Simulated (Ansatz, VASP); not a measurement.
# AlN in VASP and in Ansatz

File INCAR:

```
PREC = Accurate ; ENCUT = 600
EDIFF = 1E-6 ; ISMEAR = 1
SIGMA = 0.05 ; LREAL = False
LASPH = True ; NELM = 80
ALGO = Normal ; ISIF = 3
LWAVE = False ; LCHARG = False
GGA = CA ; IBRION = 2
NSW = 80 ; EDIFFG = -0.01
```

File KPOINTS:

```
regular mesh
0
Gamma
  12 12 6
```

POSCAR

```
AlN
1.0
    3.3121160000      0.0000000000      0.0000000000
   -1.6560580000      2.8683760000      0.0000000000
    0.0000000000      0.0000000000      4.1875630000
Al N
2 2
Direct
    0.3333333333      0.6666666667      0.7500000000
    0.6666666667      0.3333333333      0.2500000000
    0.3333333333      0.6666666667      0.2500000000
    0.6666666667      0.3333333333      0.7500000000
```

Input for Ansatz:

```yaml
crystal:
  lattice:
    - [3.312116, 0.0, 0.0]
    - [-1.656058, 2.868376, 0.0]
    - [0.0, 0.0, 4.187563]
  atoms:
    - { symbol: Al, position: [0.3333333333333333, 0.6666666666666666, 0.75] }
    - { symbol: Al, position: [0.6666666666666666, 0.3333333333333333, 0.25] }
    - { symbol: "N", position: [0.3333333333333333, 0.6666666666666666, 0.25] }
    - { symbol: "N", position: [0.6666666666666666, 0.3333333333333333, 0.75] }
basis:
  ecutwfc: 470.0
kpoints:
  mp_grid:
    grid: [12, 12, 6]
hamiltonian:
  xc: lda
scf:
  occupations:
    method: methfessel_paxton
    width: 0.05
relax:
  cell: {}
```

Alike in both runs: task relaxation of cell and atoms; functional LDA; k mesh 12 × 12 × 6; occupations methfessel-paxton of order 1, width 0.05 eV; no spin polarisation.

|  | VASP | Ansatz |
| --- | --- | --- |
| version | VASP 6.6.1 | Ansatz 0.2.0 |
| potentials or method | VASP PAW LDA potentials, release 64 (Al, N), cutoff 600 eV | plane waves, PAW |
| valence electrons in the cell | 16 | 16 |

Ansatz gave:

```
relaxed volume (Å³/atom)                                     : 9.53
relaxed cell length with the largest relative difference (Å) : 3.276
```

Q: Which values does VASP return?

A: Relaxed volume (Å³/atom): 9.55; relaxed cell length with the largest relative difference (Å): 3.279.

LDA's correlation is that of Perdew and Zunger in VASP and of Perdew and Wang (1992) in Ansatz.
